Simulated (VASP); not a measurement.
A run of VASP 6.6.1 is set up as follows.

The input INCAR:

```
PREC     = Accurate       # precision mode
ENCUT    = 520            # plane-wave cutoff, eV
EDIFF    = 1E-6           # SCF threshold, eV
ISMEAR   = -1             # smearing method
SIGMA    = 0.1            # smearing width, eV
LREAL    = F              # projectors in reciprocal space
LASPH    = T              # aspherical terms in the spheres
NELM     = 80             # most SCF steps
ALGO     = Normal         # electronic algorithm
ISIF     = 2              # what is computed and relaxed
LWAVE    = F              # write WAVECAR
LCHARG   = F              # write CHGCAR
GGA      = CA             # functional
NBANDS   = 12             # bands
```

File KPOINTS:

```
Automatic mesh
0
Gamma
  16 16 16
```

The input POSCAR:

```
Hg
1.0
   -1.7068276833      1.7068276833      1.7068276833
    1.7068276833     -1.7068276833      1.7068276833
    1.7068276833      1.7068276833     -1.7068276833
Hg
1
Direct
    0.0000000000      0.0000000000      0.0000000000
```

Potentials or basis: VASP PAW LDA potentials, release 64 (Hg).

Command:

```console
$ cat potpaw_LDA.64/Hg/POTCAR > POTCAR
$ mpirun -np 1 vasp_std > vasp.out
```

(1) Predict the pressure.

(2) Estimate the band gap on the k mesh.

Results:

(1) 10.7 GPa.

(2) zero (bands 6 and 7 overlap by 4.59 eV).

Caveat: the cell stands under pressure; spin-orbit coupling is left out, which moves the levels of the heavy elements.
